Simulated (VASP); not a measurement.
# Cs (Im-3m) in VASP: further runs, part 2 of 2

VASP 6.6.1. The steps go on from the part before.

## (3) Electric field gradients, PBE (volume scaled by 1.06)

Contents of INCAR:

```
PREC = Accurate ; ENCUT = 520
EDIFF = 1E-8 ; ISMEAR = -1
SIGMA = 0.05 ; LREAL = False
LASPH = True ; NELM = 60
ALGO = Normal ; ISIF = 2
LWAVE = False ; LCHARG = False
GGA = PE ; LEFG = True
NBANDS = 10
```

Contents of KPOINTS:

```
regular mesh
0
Gamma
  9 9 9
```

Contents of POSCAR:

```
Cs
1.0
   -3.0817797558      3.0817797558      3.0817797558
    3.0817797558     -3.0817797558      3.0817797558
    3.0817797558      3.0817797558     -3.0817797558
Cs
1
Direct
    0.0000000000      0.0000000000      0.0000000000
```

Potentials or basis: VASP PAW PBE potentials, release 64 (Cs_sv).

Command:

```console
cat potpaw_PBE.64/Cs_sv/POTCAR > POTCAR
mpirun -np 1 vasp_std > vasp.out
```

OUTCAR:

```text
PREC = Accurate
   ENCUT = 520
   EDIFF = 1E-8
   ISMEAR = -1
   LREAL = False
   LASPH = True
   NELM = 60
   ISIF = 2
   GGA = PE

 ion  position               nearest neighbor table
   1  0.000  0.000  0.000-

  LATTYP: Found a body centered cubic cell.
 ALAT       =     6.1635595116

  Lattice vectors:

 A1 = (  -3.0817797558,   3.0817797558,   3.0817797558)
 A2 = (   3.0817797558,  -3.0817797558,   3.0817797558)
 A3 = (   3.0817797558,   3.0817797558,  -3.0817797558)

Analysis of symmetry for initial positions (statically):
=====================================================================
 Subroutine PRICEL returns:
 Original cell was already a primitive cell.

 Routine SETGRP: Setting up the symmetry group for a
 body centered cubic supercell.

 Subroutine GETGRP returns: Found 48 space group operations
 (whereof 48 operations were pure point group operations)
 out of a pool of 48 trial point group operations.

The static configuration has the point symmetry O_h .

Analysis of symmetry for dynamics (positions and initial velocities):
=====================================================================
 Subroutine PRICEL returns:
 Original cell was already a primitive cell.

 Routine SETGRP: Setting up the symmetry group for a
 body centered cubic supercell.

 Subroutine GETGRP returns: Found 48 space group operations
 (whereof 48 operations were pure point group operations)
 out of a pool of 48 trial point group operations.

The dynamic configuration has the point symmetry O_h .

 Subroutine INISYM returns: Found 48 space group operations
 (whereof 48 operations are pure point group operations),
[... 147 lines left out ...]

 k-point     1 :       0.0000    0.0000    0.0000
  band No.  band energies     occupation
      1     -23.4593      2.00000
      2     -10.2049      2.00000
      3     -10.2049      2.00000
      4     -10.2049      2.00000
      5      -1.2506      2.00000
      6       2.8915      0.00000
      7       2.8915      0.00000
      8       2.8915      0.00000
      9       3.7353      0.00000
     10       3.7353      0.00000
[... 287 lines left out ...]
 k-point    24 :      -0.4444   -0.4444    0.1111
  band No.  band energies     occupation
      1     -23.4520      2.00000
      2     -10.3209      2.00000
      3     -10.2670      2.00000
      4     -10.2255      2.00000
      5       0.8146      0.00063
      6       1.2151      0.00000
      7       2.0202      0.00000
      8       3.0125      0.00000
      9       3.9703      0.00000
     10       4.6761      0.00000

 [... further k-points ...]
[... 5 lines left out ...]
  --------------------------------------------------------------------------------------
  -------------------------------------------------------------------------------------
  Total       -0.0087101     -0.0087101     -0.0087101      0.0000000      0.0000000      0.0000000
  in kB       -0.1191981     -0.1191981     -0.1191981      0.0000000      0.0000000      0.0000000
  external PRESSURE =      -0.1191981 kB  Pullay stress =       0.0000000 kB

 VOLUME and BASIS-vectors are now :
 -----------------------------------------------------------------------------
  energy-cutoff  :      520.00
  volume of cell :      117.08
      direct lattice vectors                 reciprocal lattice vectors
    -3.081779756  3.081779756  3.081779756     0.000000000  0.162243911  0.162243911
     3.081779756 -3.081779756  3.081779756     0.162243911  0.000000000  0.162243911
     3.081779756  3.081779756 -3.081779756     0.162243911  0.162243911  0.000000000

 POSITION                                       TOTAL-FORCE (eV/Angst)
 -----------------------------------------------------------------------------------
      0.00000      0.00000      0.00000         0.000000      0.000000     -0.000000
 -----------------------------------------------------------------------------------
    total drift:                               -0.000000     -0.000000     -0.000000

  FREE ENERGIE OF THE ION-ELECTRON SYSTEM (eV)
  ---------------------------------------------------
  free  energy   TOTEN  =        -0.8573769020 eV

  energy  without entropy=       -0.8477453740  energy(sigma->0) =       -0.85256114

 Electric field gradients (V/A^2)
---------------------------------------------------------------------
 ion       V_xx      V_yy      V_zz      V_xy      V_xz      V_yz
---------------------------------------------------------------------
   1      -0.000     0.000    -0.000    -0.000    -0.000    -0.000
---------------------------------------------------------------------

 Electric field gradients after diagonalization (V/A^2)
 (convention: |V_zz| > |V_xx| > |V_yy|)
----------------------------------------------------------------------
 ion       V_xx      V_yy      V_zz     asymmetry (V_yy - V_xx)/ V_zz
----------------------------------------------------------------------
   1       0.000     0.000    -0.000       0.000
----------------------------------------------------------------------

           NMR quadrupolar parameters

 Cq : quadrupolar parameter    Cq=e*Q*V_zz/h
 eta: asymmetry parameters     (V_yy - V_xx)/ V_zz
 Q  : nuclear electric quadrupole moment in mb (millibarn)
----------------------------------------------------------------------
 ion       Cq(MHz)       eta       Q (mb)
----------------------------------------------------------------------
   1      -0.000       0.000       1.000
----------------------------------------------------------------------
```

stdout:

```text
POSCAR found type information on POSCAR Cs
 POSCAR found :  1 types and       1 ions
 scaLAPACK will be used
 LDA part: xc-table for (Slater+PW92), standard interpolation
 POSCAR, INCAR and KPOINTS ok, starting setup
 FFT: planning ... GRIDC
 FFT: planning ... GRID_SOFT
 FFT: planning ... GRID
 WAVECAR not read
 entering main loop
ion   1
```

Wall time 26 s (1 thread of Intel Xeon Platinum 8259CL at 2.50GHz (Skylake/Cascade Lake), shared host); peak memory 0.24 GiB.

What came out:

```yaml
Free_energy: -0.8574 eV
Pressure: 0.0 GPa
```

Levels at points of the mesh, in eV from the Fermi level:
| k point | band 3 | band 4 | band 5 | band 6 | band 7 | band 8 |
| --- | --- | --- | --- | --- | --- | --- |
| (0.00, 0.00, 0.00) | -10.62 | -10.62 | -1.66 | 2.48 | 2.48 | 2.48 |

Caveat: without QUAD_EFG the Cq values of the log hold for a quadrupole moment of 1 mb, not for the nuclei; spin-orbit coupling is left out, which moves the levels of the heavy elements.
